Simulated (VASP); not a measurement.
Crystal: MnSi (rocksalt type).

```
Mn Si
1.0
     0.00000    2.38463    2.38463
     2.38463    0.00000    2.38463
     2.38463    2.38463    0.00000
Mn Si
1 1
Direct
  0.00000 0.00000 0.00000
  0.50000 0.50000 0.50000
```

```yaml
Program: VASP 6.6.1
Task: relaxation of cell and atoms
Functional: PBE
Potentials_or_basis: VASP PAW PBE potentials, release 64 (Mn_pv, Si)
Cutoff: 600 eV
k_mesh: 15 × 15 × 15
Occupations: fermi-dirac, width 0.05 eV
Spin: collinear spin, ferromagnetic start
Starting_moments: "[4.0, 0.0] μB"
```

At the start: pressure 5.3 GPa; volume 13.56 Å³/atom.

How do energy, volume and symmetry change on relaxing?

Over 3 steps the energy falls by 10.3 meV/atom and the volume is 14.22 Å³/atom (+4.8 %); space group Fm-3m (No. 225, to 0.05 Å); moment 2.47 μB per cell.

Step by step:
| step | energy change (eV) | largest force (eV/Å) | pressure (GPa) | volume (Å³) |
| --- | --- | --- | --- | --- |
| 1 | 0.0000 | 0.0000 | 5.32 | 27.12 |
| 2 | -0.0181 | 0.0000 | -1.53 | 28.93 |
| 3 | -0.0206 | 0.0000 | -0.02 | 28.43 |

Final structure:
```yaml
crystal:
  lattice:
    - [0.00000, 2.42246, 2.42246]
    - [2.42246, 0.00000, 2.42246]
    - [2.42246, 2.42246, 0.00000]
  atoms:
    - { symbol: Mn, position: [0.00000, 0.00000, 0.00000] }
    - { symbol: Si, position: [0.50000, 0.50000, 0.50000] }
```
